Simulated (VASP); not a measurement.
Input of a VASP 6.6.1 run:

The input INCAR:

```
ALGO = Normal
EDIFF = 1E-6
ENCUT = 520
GGA = CA
ISIF = 2
ISMEAR = -1
LASPH = True
LCHARG = False
LREAL = False
LWAVE = False
NBANDS = 15
NELM = 100
PREC = Accurate
SIGMA = 0.1
```

The input KPOINTS:

```
k-points
0
Gamma
  12 12 12
```

Contents of POSCAR:

```
RbBr
1.0
    3.0383662215      0.0000000000      0.0000000000
    0.0000000000      3.0383662215      0.0000000000
    0.0000000000      0.0000000000      3.0383662215
Rb Br
1 1
Direct
    0.0000000000      0.0000000000      0.0000000000
    0.5000000000      0.5000000000      0.5000000000
```

Potentials or basis: VASP PAW LDA potentials, release 64 (Rb_sv, Br).

Command:

```bash
$ cat potpaw_LDA.64/Rb_sv/POTCAR potpaw_LDA.64/Br/POTCAR > POTCAR
$ mpirun -np 1 vasp_std > vasp.out
```

Problem. Predict the band gap on the k mesh.

Solution. 0.80 eV, direct.

Problem. Predict the pressure.

Solution. 129.3 GPa.

 A k mesh can miss the band edges.
